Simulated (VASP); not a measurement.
Set up this calculation in VASP 6.6.1, as the native input.

| Quantity | Value |
| --- | --- |
| Task | single point |
| Functional | BLYP |
| Potentials or basis | VASP PAW PBE potentials, release 64 (Au) |
| Cutoff | 520 eV |
| k mesh | 14 × 14 × 4 |
| Occupations | fermi-dirac, width 0.1 eV |
| Spin | no spin polarisation |
| Dipole correction | no |
| Further INCAR settings | ALGO = Normal; EDIFF = 1e-06; NBANDS = 30 |

The structure of Au lies in POSCAR:

```
Au
1.0
    2.9419028497      0.0000000000      0.0000000000
   -1.4709514248      2.5477626034      0.0000000000
    0.0000000000      0.0000000000      9.9799206035
Au
4
Direct
    0.0000000000      0.0000000000      1.0000000000
    0.0000000000      0.0000000000      0.5000000000
    0.3333333333      0.6666666667      0.2500000000
    0.6666666667      0.3333333333      0.7500000000
```

This cell differs from its parent crystal: volume scaled by 0.96.

The input as run:

INCAR

```
SYSTEM = Au
AGGAC = 1.0
AGGAX = 1.0
ALDAC = 0.0
ALDAX = 1.0
ALGO = Normal
EDIFF = 1E-6
ENCUT = 520
GGA = B5
ISIF = 2
ISMEAR = -1
LASPH = .True.
LCHARG = .True.
LELF = .True.
LREAL = .False.
LVHAR = .True.
LWAVE = .False.
NBANDS = 30
NELM = 60
PREC = Accurate
SIGMA = 0.1
```

KPOINTS

```
k-points
0
Gamma
  14 14 4
  0 0 0
```

Potentials or basis: VASP PAW PBE potentials, release 64 (Au).

Run with:

```console
$ cat potpaw_PBE.64/Au/POTCAR > POTCAR
$ mpirun -np 1 vasp_std > vasp.out
```

It gave:

```json
{"Pressure": "5.4 GPa", "Band gap on the k mesh": "zero (band 22 reaches 10.97 eV, above the bottom of band 23 at 6.31 eV)"}
```

Caveat: the PAW data sets were made with another functional, which shifts forces and pressure a little; spin-orbit coupling is left out, which moves the levels of the heavy elements.

Wall time 93 s on 1 thread of AMD EPYC 9R45 96-Core Processor (Zen 5), on a shared host, peak memory 0.25 GiB.
